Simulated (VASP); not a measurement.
# LaTiH3 (P4/mmm) in VASP: further runs

Runs on LaTiH3. Level: PBE. Tasks: single point, relaxation of cell and atoms.

Program: VASP 6.6.1. These are calculated values, not measurements. Logs are shortened: lines on timing, memory, paths and dates and some standing lists are left out, and cuts for length are marked.

## (1) The cell of the first run

The structure is tetragonal, space group P4/mmm (No. 123). The conventional cell has a = 3.955 Å, b = 3.955 Å, c = 4.374 Å, α = 90.00°, β = 90.00°, γ = 90.00°. La (site symmetry 4/mmm) has 10 H at 2.19 to 2.95 Å and 4 Ti at 2.80 Å within 3.0 Å. Ti (site symmetry 4/mmm) has 4 La at 2.80 Å and 16 H at 2.95 to 3.55 Å within 3.7 Å. H (site symmetry mmm) has 2 H at 1.98 Å within 2.6 Å. Within 2.6 Å of H (site symmetry 4/mmm) lie 4 H at 1.98 Å and 2 La at 2.19 Å.

The cell was built from a structure type or drawn by symmetry, and may not be a known phase.

## (2) Single point, PBE

INCAR reads:

```
SYSTEM = LaTiH3
PREC = Accurate
ENCUT = 520
EDIFF = 1E-6
ISMEAR = 0
SIGMA = 0.1
LREAL = .False.
LASPH = .True.
NELM = 60
ALGO = Normal
ISIF = 2
LWAVE = .False.
LCHARG = .False.
GGA = PE
NBANDS = 21
```

KPOINTS reads:

```
Automatic mesh
0
Gamma
  4 4 4
  0 0 0
```

POSCAR reads:

```
LaTiH3
1.0
    3.9548017500      0.0000000000      0.0000000000
    0.0000000000      3.9548017500      0.0000000000
    0.0000000000      0.0000000000      4.3737832600
La Ti H
1 1 3
Direct
    0.0000000000      0.0000000000      0.0000000000
    0.5000000000      0.5000000000      0.0000000000
    0.0000000000      0.5000000000      0.5000000000
    0.5000000000      0.0000000000      0.5000000000
    0.0000000000      0.0000000000      0.5000000000
```

Potentials or basis: VASP PAW PBE potentials, release 64 (La, Ti_sv, H).

Run with:

```
$ cat potpaw_PBE.64/La/POTCAR potpaw_PBE.64/Ti_sv/POTCAR potpaw_PBE.64/H/POTCAR > POTCAR
$ mpirun -np 1 vasp_std > vasp.out
```

OUTCAR:

```text
SYSTEM = LaTiH3
   PREC = Accurate
   ENCUT = 520
   EDIFF = 1E-6
   ISMEAR = 0
   LREAL = .False.
   LASPH = .True.
   NELM = 60
   ISIF = 2
   GGA = PE

 ion  position               nearest neighbor table
   1  0.000  0.000  0.000-   5 2.19   5 2.19   2 2.80   2 2.80   2 2.80   2 2.80
   2  0.500  0.500  0.000-   1 2.80   1 2.80   1 2.80   1 2.80
   3  0.000  0.500  0.500-
   4  0.500  0.000  0.500-
   5  0.000  0.000  0.500-   1 2.19   1 2.19

  LATTYP: Found a simple tetragonal cell.
 ALAT       =     3.9548017500
 C/A-ratio  =     1.1059424812

  Lattice vectors:

 A1 = (   3.9548017500,   0.0000000000,   0.0000000000)
 A2 = (   0.0000000000,   3.9548017500,   0.0000000000)
 A3 = (   0.0000000000,   0.0000000000,   4.3737832600)

Analysis of symmetry for initial positions (statically):
=====================================================================
 Subroutine PRICEL returns:
 Original cell was already a primitive cell.

 Routine SETGRP: Setting up the symmetry group for a
 simple tetragonal supercell.

 Subroutine GETGRP returns: Found 16 space group operations
 (whereof 16 operations were pure point group operations)
 out of a pool of 16 trial point group operations.

The static configuration has the point symmetry D_4h.

Analysis of symmetry for dynamics (positions and initial velocities):
=====================================================================
 Subroutine PRICEL returns:
 Original cell was already a primitive cell.

 Routine SETGRP: Setting up the symmetry group for a
 simple tetragonal supercell.

 Subroutine GETGRP returns: Found 16 space group operations
 (whereof 16 operations were pure point group operations)
 out of a pool of 16 trial point group operations.

The dynamic configuration has the point symmetry D_4h.

 Subroutine INISYM returns: Found 16 space group operations
 (whereof 16 operations are pure point group operations),
 and found     1 'primitive' translations

----------------------------------------------------------------------------------------

                                     Primitive cell

  volume of cell :      68.4080

  direct lattice vectors                    reciprocal lattice vectors
     3.954801750  0.000000000  0.000000000     0.252857175  0.000000000  0.000000000
     0.000000000  3.954801750  0.000000000     0.000000000  0.252857175  0.000000000
     0.000000000  0.000000000  4.373783260     0.000000000  0.000000000  0.228635015

  length of vectors
     3.954801750  3.954801750  4.373783260     0.252857175  0.252857175  0.228635015

  position of ions in fractional coordinates (direct lattice)
     0.000000000  0.000000000  0.000000000
     0.500000000  0.500000000  0.000000000
     0.000000000  0.500000000  0.500000000
     0.500000000  0.000000000  0.500000000
     0.000000000  0.000000000  0.500000000

  ion indices of the primitive-cell ions
   primitive index   ion index
                 1           1
                 2           2
                 3           3
                 4           4
                 5           5

----------------------------------------------------------------------------------------

 KPOINTS: Automatic mesh

Automatic generation of k-mesh.
 Grid dimensions read from file:
 generate k-points for:    4    4    4

 Generating k-lattice:

  Cartesian coordinates                     Fractional coordinates (reciprocal lattice)
     0.063214294  0.000000000  0.000000000     0.250000000  0.000000000  0.000000000
     0.000000000  0.063214294  0.000000000     0.000000000  0.250000000  0.000000000
     0.000000000  0.000000000  0.057158754     0.000000000  0.000000000  0.250000000

  Length of vectors
     0.063214294  0.063214294  0.057158754

  Shift w.r.t. Gamma in fractional coordinates (k-lattice)
     0.000000000  0.000000000  0.000000000

 Subroutine IBZKPT returns following result:
 ===========================================

 Found     18 irreducible k-points:

 Following reciprocal coordinates:
            Coordinates               Weight
  0.000000  0.000000  0.000000      1.000000
  0.250000  0.000000  0.000000      4.000000
  0.500000  0.000000  0.000000      2.000000
  0.250000  0.250000  0.000000      4.000000
  0.500000  0.250000  0.000000      4.000000
  0.500000  0.500000  0.000000      1.000000
[... 10 lines left out ...]
  0.500000  0.250000  0.500000      4.000000
  0.500000  0.500000  0.500000      1.000000
   k-points           NKPTS =     18   k-points in BZ     NKDIM =     18   number of bands    NBANDS=     21
   number of dos      NEDOS =    301   number of ions     NIONS =      5
   total plane-waves  NPLWV =  32400
   dimension x,y,z NGX =    30 NGY =   30 NGZ =   36
   dimension x,y,z NGXF=    60 NGYF=   60 NGZF=   72
   ions per type =               1   1   3
   NGX,Y,Z   is equivalent  to a cutoff of  12.61, 12.61, 13.68 a.u.
   NGXF,Y,Z  is equivalent  to a cutoff of  25.22, 25.22, 27.37 a.u.
 SYSTEM =  LaTiH3
   PREC   = accura    normal or accurate (medium, high low for compatibility)
   ISTART =      0    job   : 0-new  1-cont  2-samecut
   ICHARG =      2    charge: 1-file 2-atom 10-const
   ISPIN  =      1    spin polarized calculation?
   LNONCOLLINEAR =      F non collinear calculations
   LSORBIT =      F    spin-orbit coupling
   LASPH  =      T    aspherical Exc in radial PAW
   ENCUT  =  520.0 eV  38.22 Ry    6.18 a.u.   7.35  7.35  8.13*2*pi/ulx,y,z
   NELM   =     60;   NELMIN=  2; NELMDL= -5     # of ELM steps
   EDIFF  = 0.1E-05   stopping-criterion for ELM
   LREAL  =      F    real-space projection
   EDIFFG = 0.1E-04   stopping-criterion for IOM
   NSW    =      0    number of steps for IOM
   IBRION =     -1    ionic relax: 0-MD 1-quasi-New 2-CG
   NFREE  =      0    steps in history (QN), initial steepest desc. (CG)
   ISIF   =      2    stress and relaxation
   ISYM   =      2    0-nonsym 1-usesym 2-fastsym
   POTIM  = 0.5000    time-step for ionic-motion
   TEBEG  =    0.0;   TEEND  =   0.0 temperature during run
   PSTRESS=    0.0 pullay stress
   NELECT =      26.0000    total number of electrons
   NUPDOWN=      -1.0000    fix difference up-down
   EMIN   =  10.00;   EMAX   =-10.00  energy-range for DOS
   EFERMI =   0.00;   METHOD = LEGACY
   ISMEAR =     0;   SIGMA  =   0.10  broadening in eV -4-tet -1-fermi 0-gaus
   EFERMI_NEDOS =   21; number of points for ismear=-14 and -15
   IALGO  =     38    algorithm
   IMIX   =      4    mixing-type and parameters
     AMIX     =   0.40;   BMIX     =  1.00
     AMIX_MAG =   1.60;   BMIX_MAG =  1.00
  volume/ion in A,a.u.               =      13.68        92.33
  Fermi-wavevector in a.u.,A,eV,Ry     =   1.185852  2.240935 19.133115  1.406244
  Thomas-Fermi vector in A             =   2.322037
   LORBIT       =      0    0 simple, 1 ext, 2 COOP (PROOUT), +10 PAW based schemes
   GGA     = PE    functional components
   LHFCALC =     F    Hartree Fock is set to
   AEXX    =    0.0000 exact exchange contribution
   IVDW    =     0    specifies the selected vdW correction
   LEPSILON=     F    determine dielectric tensor
   LRPA    =     F    only Hartree local field effects (RPA)
 non-spin polarized calculation
 Gauss-broadening in eV      SIGMA  =   0.10
  energy-cutoff  :      520.00
  volume of cell :       68.41
 maximum number of plane-waves:      1864
 NGX is ok and might be reduce to    30
   NGX = 15   NGY = 15   NGZ = 17

 number of electron      25.9999996 magnetization

 Free energy of the ion-electron system (eV)
  ---------------------------------------------------
  ext. energy  EPLUGINS =         0.00000000
  ---------------------------------------------------
  free energy    TOTEN  =       -18.47391497 eV

  energy without entropy =      -18.43849387  energy(sigma->0) =      -18.45620442

 E-fermi :   5.9721     XC(G=0):  -9.8371

 val. band max:        5.9676243652   @ k =   0.5000   0.5000   0.5000
 cond. band min:       5.9800150835   @ k =   0.2500   0.0000   0.5000
 fundamental gap:      0.0123907184
 Fermi energy:         5.9720940026

 k-point     1 :       0.0000    0.0000    0.0000
  band No.  band energies     occupation
      1     -51.1871      2.00000
      2     -27.7018      2.00000
      3     -27.4161      2.00000
      4     -27.4161      2.00000
      5     -25.7009      2.00000
      6      -9.4537      2.00000
[... 13 lines left out ...]
     20       9.0219      0.00000
     21       9.1601      0.00000

 k-point     2 :       0.2500    0.0000    0.0000
  band No.  band energies     occupation
      1     -51.1866      2.00000
      2     -27.7009      2.00000
      3     -27.4892      2.00000
      4     -27.4119      2.00000
      5     -25.5969      2.00000
      6      -9.8291      2.00000
[... 13 lines left out ...]
     20       9.1929      0.00000
     21       9.2209      0.00000

 k-point     3 :       0.5000    0.0000    0.0000
  band No.  band energies     occupation
      1     -51.1861      2.00000
      2     -27.7001      2.00000
      3     -27.5556      2.00000
      4     -27.4078      2.00000
      5     -25.4990      2.00000
      6     -10.1713      2.00000
[... 13 lines left out ...]
     20       9.1909      0.00000
     21       9.2841      0.00000

 k-point     4 :       0.2500    0.2500    0.0000
  band No.  band energies     occupation
      1     -51.1861      2.00000
      2     -27.7002      2.00000
      3     -27.4850      2.00000
      4     -27.4269      2.00000
      5     -25.5788      2.00000
      6      -9.8815      2.00000
[... 13 lines left out ...]
     20       9.1196      0.00000
     21       9.2864      0.00000

 k-point     5 :       0.5000    0.2500    0.0000
  band No.  band energies     occupation
      1     -51.1855      2.00000
      2     -27.6994      2.00000
      3     -27.4988      2.00000
      4     -27.4229      2.00000
      5     -25.5616      2.00000
      6     -10.0449      2.00000
[... 13 lines left out ...]
     20       9.2590      0.00000
     21       9.3943      0.00000

 k-point     6 :       0.5000    0.5000    0.0000
  band No.  band energies     occupation
      1     -51.1850      2.00000
      2     -27.6987      2.00000
      3     -27.4380      2.00000
      4     -27.4380      2.00000
      5     -25.6283      2.00000
      6      -9.9144      2.00000
[... 13 lines left out ...]
     20       8.9401      0.00000
     21       9.3954      0.00000

 k-point     7 :       0.0000    0.0000    0.2500
  band No.  band energies     occupation
      1     -51.1870      2.00000
      2     -27.7035      2.00000
      3     -27.4159      2.00000
      4     -27.4159      2.00000
      5     -25.6918      2.00000
      6      -9.6521      2.00000
[... 13 lines left out ...]
     20       9.2795      0.00000
     21       9.3266      0.00000
[... 147 lines left out ...]
      1     -51.1865      2.00000
      2     -27.7043      2.00000
      3     -27.4881      2.00000
      4     -27.4117      2.00000
      5     -25.5798      2.00000
      6      -9.8393      2.00000
[... 13 lines left out ...]
     20       9.1514      0.00000
     21       9.4576      0.00000

 k-point    15 :       0.5000    0.0000    0.5000
  band No.  band energies     occupation
      1     -51.1860      2.00000
      2     -27.7033      2.00000
      3     -27.5539      2.00000
      4     -27.4075      2.00000
      5     -25.4829      2.00000
      6     -10.1241      2.00000
[... 13 lines left out ...]
     20       8.9442      0.00000
     21       9.4663      0.00000

 k-point    16 :       0.2500    0.2500    0.5000
  band No.  band energies     occupation
      1     -51.1860      2.00000
      2     -27.7034      2.00000
      3     -27.4839      2.00000
      4     -27.4266      2.00000
      5     -25.5620      2.00000
      6      -9.8473      2.00000
[... 13 lines left out ...]
     20       9.3606      0.00000
     21       9.3873      0.00000

 k-point    17 :       0.5000    0.2500    0.5000
  band No.  band energies     occupation
      1     -51.1854      2.00000
      2     -27.7026      2.00000
      3     -27.4977      2.00000
      4     -27.4226      2.00000
      5     -25.5452      2.00000
      6     -10.0000      2.00000
[... 13 lines left out ...]
     20       9.3273      0.00000
     21       9.3968      0.00000

 k-point    18 :       0.5000    0.5000    0.5000
  band No.  band energies     occupation
      1     -51.1849      2.00000
      2     -27.7019      2.00000
      3     -27.4376      2.00000
      4     -27.4376      2.00000
      5     -25.6115      2.00000
      6      -9.8721      2.00000
[... 13 lines left out ...]
     20       8.8362      0.00000
     21       9.3221      0.00000

------------------------ aborting loop because EDIFF is reached ----------------------------------------

  FORCE on cell =-STRESS in cart. coord.  units (eV):
  Direction    XX          YY          ZZ          XY          YZ          ZX
  --------------------------------------------------------------------------------------
  -------------------------------------------------------------------------------------
  Total        3.7161655      3.7161655     -7.3615159      0.0000000      0.0000000      0.0000000
  in kB       87.0360032     87.0360032   -172.4134494      0.0000000      0.0000000      0.0000000
  external PRESSURE =       0.5528524 kB  Pullay stress =       0.0000000 kB

 VOLUME and BASIS-vectors are now :
 -----------------------------------------------------------------------------
  energy-cutoff  :      520.00
  volume of cell :       68.41
      direct lattice vectors                 reciprocal lattice vectors
     3.954801750  0.000000000  0.000000000     0.252857175  0.000000000  0.000000000
     0.000000000  3.954801750  0.000000000     0.000000000  0.252857175  0.000000000
     0.000000000  0.000000000  4.373783260     0.000000000  0.000000000  0.228635015

 POSITION                                       TOTAL-FORCE (eV/Angst)
 -----------------------------------------------------------------------------------
      0.00000      0.00000      0.00000         0.000000      0.000000      0.000000
      1.97740      1.97740      0.00000         0.000000      0.000000      0.000000
      0.00000      1.97740      2.18689         0.000000      0.000000      0.000000
      1.97740      0.00000      2.18689         0.000000      0.000000      0.000000
      0.00000      0.00000      2.18689         0.000000      0.000000      0.000000
 -----------------------------------------------------------------------------------
    total drift:                                0.000000      0.000000      0.000000

  FREE ENERGIE OF THE ION-ELECTRON SYSTEM (eV)
  ---------------------------------------------------
  free  energy   TOTEN  =       -18.4739149712 eV

  energy  without entropy=      -18.4384938723  energy(sigma->0) =      -18.45620442
```

Run time: 74 s. Hardware: 1 thread of Intel Xeon 8259CL, shared host; peak memory 0.21 GiB.

Results:

* Free energy: -18.4739 eV
* Pressure: 0.1 GPa
* Band gap on the k mesh: zero (bands 13 and 14 overlap by 1.11 eV)

Stress tensor (GPa, compression positive):
```
  8.70   0.00   0.00
  0.00   8.70   0.00
  0.00   0.00 -17.24
```

Caveat: the k points lie up to 0.40 Å⁻¹ apart, too coarse for converged energies and pressures of a metal; spin-orbit coupling is left out, which moves the levels of the heavy elements.

(Continued in part 2 of 2.)
